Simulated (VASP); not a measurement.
# BeZn2Se3 (I-4m2) in VASP: relaxation of shape and atoms at fixed volume with PBE

Aim: the relaxation of shape and atoms at fixed volume of BeZn2Se3 with PBE.

Program: VASP 6.6.1. These are calculated values, not measurements. Logs are shortened: lines on timing, memory, paths and dates and some standing lists are left out, and cuts for length are marked.

**1. The cell of the first run**

The structure is tetragonal, space group I-4m2 (No. 119). The conventional cell has a = 4.033 Å, b = 4.033 Å, c = 17.336 Å, α = 90.00°, β = 90.00°, γ = 90.00°. Be (site symmetry -4m2) has 4 Se at 2.37 Å within 3.1 Å. Within 3.3 Å of Zn (site symmetry 2mm) lie 4 Se at 2.53 to 2.54 Å. Se (site symmetry 2mm) has 2 Be at 2.37 Å and 2 Zn at 2.54 Å within 3.1 Å. Within 3.3 Å of Se (site symmetry -4m2) lie 4 Zn at 2.53 Å.

**2. Relaxation of shape and atoms at fixed volume, PBE (23.50 Å³/atom)**

INCAR

```
SYSTEM = BeZn2Se3
  PREC = Accurate
  ENCUT = 600
  EDIFF = 1E-7
  ISMEAR = 0
  SIGMA = 0.02
  LREAL = .FALSE.
  LASPH = .TRUE.
  NELM = 80
  ALGO = Normal
  ISIF = 4
  LWAVE = .FALSE.
  LCHARG = .FALSE.
  GGA = PE
  IBRION = 2
  NSW = 50
  EDIFFG = -0.01
```

KPOINTS

```
Automatic mesh
0
G
  10 10 10
  0 0 0
```

POSCAR

```
BeZn2Se3
1.0
   -2.0165750385      2.0165750385      8.6681811202
    2.0165750385     -2.0165750385      8.6681811202
    2.0165750385      2.0165750385     -8.6681811202
Be Zn Se
1 2 3
Direct
    0.0000000000      0.0000000000      0.0000000000
    0.6615329931      0.6615329931      0.0000000000
    0.3384670069      0.3384670069      0.0000000000
    0.4277495877      0.9277495877      0.5000000000
    0.0722504123      0.5722504123      0.5000000000
    0.7500000000      0.2500000000      0.5000000000
```

Potentials or basis: VASP PAW PBE potentials, release 64 (Be, Zn, Se).

The run is started by

```
cat potpaw_PBE.64/Be/POTCAR potpaw_PBE.64/Zn/POTCAR potpaw_PBE.64/Se/POTCAR > POTCAR
mpirun -np 1 vasp_std > vasp.out
```

OUTCAR:

```text
SYSTEM = BeZn2Se3
   PREC = Accurate
   ENCUT = 600
   EDIFF = 1E-7
   ISMEAR = 0
   LREAL = .FALSE.
   LASPH = .TRUE.
   NELM = 80
   ISIF = 4
   GGA = PE
   IBRION = 2
   NSW = 50
   EDIFFG = -0.01

 ion  position               nearest neighbor table
   1  0.000  0.000  0.000-   5 2.37   4 2.37   5 2.37   4 2.37
   2  0.662  0.662  0.000-   6 2.53   6 2.53   5 2.54   5 2.54
   3  0.338  0.338  0.000-   6 2.53   6 2.53   4 2.54   4 2.54
   4  0.428  0.928  0.500-   1 2.37   1 2.37   3 2.54   3 2.54
   5  0.072  0.572  0.500-   1 2.37   1 2.37   2 2.54   2 2.54
   6  0.750  0.250  0.500-   3 2.53   2 2.53   3 2.53   2 2.53

  LATTYP: Found a body centered tetragonal cell.
 ALAT       =     4.0331500770
 C/A-ratio  =     4.2984669327

  Lattice vectors:

 A1 = (  -2.0165750385,   2.0165750385,   8.6681811202)
 A2 = (   2.0165750385,  -2.0165750385,   8.6681811202)
 A3 = (   2.0165750385,   2.0165750385,  -8.6681811202)

Analysis of symmetry for initial positions (statically):
=====================================================================
 Subroutine PRICEL returns:
 Original cell was already a primitive cell.

 Routine SETGRP: Setting up the symmetry group for a
 body centered tetragonal supercell.

 Subroutine GETGRP returns: Found  8 space group operations
 (whereof  8 operations were pure point group operations)
 out of a pool of 16 trial point group operations.

The static configuration has the point symmetry D_2d.

Analysis of symmetry for dynamics (positions and initial velocities):
=====================================================================
 Subroutine PRICEL returns:
 Original cell was already a primitive cell.

 Routine SETGRP: Setting up the symmetry group for a
 body centered tetragonal supercell.

 Subroutine GETGRP returns: Found  8 space group operations
 (whereof  8 operations were pure point group operations)
 out of a pool of 16 trial point group operations.

The dynamic configuration has the point symmetry D_2d.

 Subroutine INISYM returns: Found  8 space group operations
 (whereof  8 operations are pure point group operations),
 and found     1 'primitive' translations

----------------------------------------------------------------------------------------

                                     Primitive cell

  volume of cell :     140.9992

  direct lattice vectors                    reciprocal lattice vectors
    -2.016575039  2.016575039  8.668181120     0.000000000  0.247945150  0.057682228
     2.016575039 -2.016575039  8.668181120     0.247945150  0.000000000  0.057682228
     2.016575039  2.016575039 -8.668181120     0.247945150  0.247945150  0.000000000

  length of vectors
     9.125267870  9.125267870  9.125267870     0.254566370  0.254566370  0.350647394

  position of ions in fractional coordinates (direct lattice)
     0.000000000  0.000000000  0.000000000
     0.661532993  0.661532993  0.000000000
     0.338467007  0.338467007  0.000000000
     0.427749588  0.927749588  0.500000000
     0.072250412  0.572250412  0.500000000
     0.750000000  0.250000000  0.500000000

  ion indices of the primitive-cell ions
   primitive index   ion index
                 1           1
                 2           2
                 3           3
                 4           4
                 5           5
                 6           6

----------------------------------------------------------------------------------------

 KPOINTS: Automatic mesh

[... 76 lines left out ...]
   TEBEG  =    0.0;   TEEND  =   0.0 temperature during run
   PSTRESS=    0.0 pullay stress
   NELECT =      44.0000    total number of electrons
   NUPDOWN=      -1.0000    fix difference up-down
   EMIN   =  10.00;   EMAX   =-10.00  energy-range for DOS
   EFERMI =   0.00;   METHOD = LEGACY
   ISMEAR =     0;   SIGMA  =   0.02  broadening in eV -4-tet -1-fermi 0-gaus
   EFERMI_NEDOS =   21; number of points for ismear=-14 and -15
   IALGO  =     38    algorithm
   IMIX   =      4    mixing-type and parameters
     AMIX     =   0.40;   BMIX     =  1.00
     AMIX_MAG =   1.60;   BMIX_MAG =  1.00
  volume/ion in A,a.u.               =      23.50       158.58
  Fermi-wavevector in a.u.,A,eV,Ry     =   1.110419  2.098387 16.776391  1.233030
  Thomas-Fermi vector in A             =   2.246970
   LORBIT       =      0    0 simple, 1 ext, 2 COOP (PROOUT), +10 PAW based schemes
   GGA     = PE    functional components
   LHFCALC =     F    Hartree Fock is set to
   AEXX    =    0.0000 exact exchange contribution
   IVDW    =     0    specifies the selected vdW correction
   LEPSILON=     F    determine dielectric tensor
   LRPA    =     F    only Hartree local field effects (RPA)
 conjugate gradient relaxation of ions
 non-spin polarized calculation
 Gauss-broadening in eV      SIGMA  =   0.02
  energy-cutoff  :      600.00
  volume of cell :      141.00
 maximum number of plane-waves:      4756
 NGX is ok and might be reduce to    80
   NGX = 37   NGY = 37   NGZ = 37

--------------------------------------- Ionic step        1  -------------------------------------------

 number of electron      44.0000002 magnetization

 Free energy of the ion-electron system (eV)
  ---------------------------------------------------
  ext. energy  EPLUGINS =         0.00000000
  ---------------------------------------------------
  free energy    TOTEN  =       -20.55883966 eV

  energy without entropy =      -20.55883966  energy(sigma->0) =      -20.55883966

------------------------ aborting loop because EDIFF is reached ----------------------------------------

  FORCE on cell =-STRESS in cart. coord.  units (eV):
  Direction    XX          YY          ZZ          XY          YZ          ZX
  --------------------------------------------------------------------------------------
  -------------------------------------------------------------------------------------
  Total       -4.1285253     -4.1285253     -4.1707273      0.0000000      0.0000000      0.0000000
  in kB      -46.9125228    -46.9125228    -47.3920651      0.0000000      0.0000000      0.0000000
  external PRESSURE =     -47.0723703 kB  Pullay stress =       0.0000000 kB

 VOLUME and BASIS-vectors are now :
 -----------------------------------------------------------------------------
  energy-cutoff  :      600.00
  volume of cell :      141.00
      direct lattice vectors                 reciprocal lattice vectors
    -2.016575039  2.016575039  8.668181120     0.000000000  0.247945150  0.057682228
     2.016575039 -2.016575039  8.668181120     0.247945150  0.000000000  0.057682228
     2.016575039  2.016575039 -8.668181120     0.247945150  0.247945150  0.000000000

 POSITION                                       TOTAL-FORCE (eV/Angst)
 -----------------------------------------------------------------------------------
      0.00000      0.00000      0.00000         0.000000     -0.000000      0.000000
      0.00000      0.00000     11.46858         0.000000     -0.000000     -0.001087
      0.00000      0.00000      5.86779         0.000000     -0.000000      0.001087
      2.01658      0.00000      7.41562        -0.000000      0.000000     -0.010469
      2.01658      0.00000      1.25256        -0.000000      0.000000      0.010469
      0.00000      2.01658      4.33409         0.000000     -0.000000      0.000000
 -----------------------------------------------------------------------------------
    total drift:                                0.000000     -0.000000      0.000000

  FREE ENERGIE OF THE ION-ELECTRON SYSTEM (eV)
  ---------------------------------------------------
  free  energy   TOTEN  =       -20.5588396597 eV

  energy  without entropy=      -20.5588396597  energy(sigma->0) =      -20.55883966

--------------------------------------- Ionic step        2  -------------------------------------------

 number of electron      44.0000002 magnetization

 Free energy of the ion-electron system (eV)
  ---------------------------------------------------
  ext. energy  EPLUGINS =         0.00000000
  ---------------------------------------------------
  free energy    TOTEN  =       -20.55885621 eV

  energy without entropy =      -20.55885621  energy(sigma->0) =      -20.55885621

 E-fermi :   1.2931     XC(G=0):  -8.8472

 val. band max:        1.1916221090   @ k =   0.0000   0.0000   0.0000
 cond. band min:       2.6169265714   @ k =   0.0000   0.0000   0.0000
 fundamental gap:      1.4253044624
 Fermi energy:         1.2931104473

 k-point     1 :       0.0000    0.0000    0.0000
  band No.  band energies     occupation
      1     -11.6032      2.00000
      2     -10.9711      2.00000
      3     -10.7774      2.00000
      4      -5.0353      2.00000
      5      -4.9828      2.00000
      6      -4.9828      2.00000
[... 685 lines left out ...]
     25       5.5938      0.00000
     26       5.7904      0.00000

 [... further k-points ...]

------------------------ aborting loop because EDIFF is reached ----------------------------------------

  FORCE on cell =-STRESS in cart. coord.  units (eV):
  Direction    XX          YY          ZZ          XY          YZ          ZX
  --------------------------------------------------------------------------------------
  -------------------------------------------------------------------------------------
  Total       -4.1381362     -4.1381362     -4.1659887      0.0000000      0.0000000      0.0000000
  in kB      -47.0217323    -47.0217323    -47.3382207      0.0000000      0.0000000      0.0000000
  external PRESSURE =     -47.1272284 kB  Pullay stress =       0.0000000 kB

 VOLUME and BASIS-vectors are now :
 -----------------------------------------------------------------------------
  energy-cutoff  :      600.00
  volume of cell :      141.00
      direct lattice vectors                 reciprocal lattice vectors
    -2.016803154  2.016803154  8.666220357     0.000000000  0.247917105  0.057695279
     2.016803154 -2.016803154  8.666220357     0.247917105  0.000000000  0.057695279
     2.016803154  2.016803154 -8.666220357     0.247917105  0.247917105  0.000000000

 POSITION                                       TOTAL-FORCE (eV/Angst)
 -----------------------------------------------------------------------------------
      2.01680      2.01680     -8.66622         0.000000     -0.000000     -0.000000
      0.00000      0.00000     11.46593         0.000000     -0.000000      0.000980
      0.00000      0.00000      5.86651         0.000000     -0.000000     -0.000980
      2.01680      0.00000      7.41344        -0.000000      0.000000     -0.005922
      2.01680      0.00000      1.25278        -0.000000      0.000000      0.005922
      0.00000      2.01680      4.33311         0.000000     -0.000000     -0.000000
 -----------------------------------------------------------------------------------
    total drift:                                0.000000     -0.000000     -0.000000

  FREE ENERGIE OF THE ION-ELECTRON SYSTEM (eV)
  ---------------------------------------------------
  free  energy   TOTEN  =       -20.5588562096 eV

  energy  without entropy=      -20.5588562096  energy(sigma->0) =      -20.55885621

 reached required accuracy - stopping structural energy minimisation
```

Wall time 77 min (1 thread of Oxide Virtual Turin-like, shared host); peak memory 1.3 GiB.

What came out:

| Quantity | Value |
| --- | --- |
| Free energy | -20.5589 eV |
| Energy gained by relaxing | 0.0 meV/atom |
| Ionic steps | 2 |
| Pressure after relaxing | -4.7 GPa |
| Largest force after relaxing | 0.006 eV/Å |
| Band gap on the k mesh | 1.43 eV |

Forces on the atoms (eV/Å):
```
Be   0.000  0.000  0.000
Zn   0.000  0.000  0.001
Zn   0.000  0.000 -0.001
Se   0.000  0.000 -0.006
Se   0.000  0.000  0.006
Se   0.000  0.000  0.000
```

Final structure:
```
Be Zn Se
1.0
    -2.01680    2.01680    8.66622
     2.01680   -2.01680    8.66622
     2.01680    2.01680   -8.66622
Be Zn Se
1 2 3
Direct
  0.00000 0.00000 0.00000
  0.66153 0.66153 0.00000
  0.33847 0.33847 0.00000
  0.42772 0.92772 0.50000
  0.07228 0.57228 0.50000
  0.75000 0.25000 0.50000
```

Levels at points of the mesh, in eV from the valence-band top:
```csv
k point,band 20,band 21,band 22,band 23,band 24,band 25
"(0.00, 0.00, 0.00)",-0.19,0.00,0.00,1.43,3.09,3.77
"(0.50, 0.00, 0.00)",-0.84,-0.63,-0.53,2.58,3.68,3.75
"(0.50, 0.50, 0.00)",-2.29,-1.94,-1.93,3.04,3.30,4.43
"(0.50, 0.50, 0.50)",-0.76,-0.44,-0.44,2.75,3.27,3.44
```

A k mesh can miss the band edges.
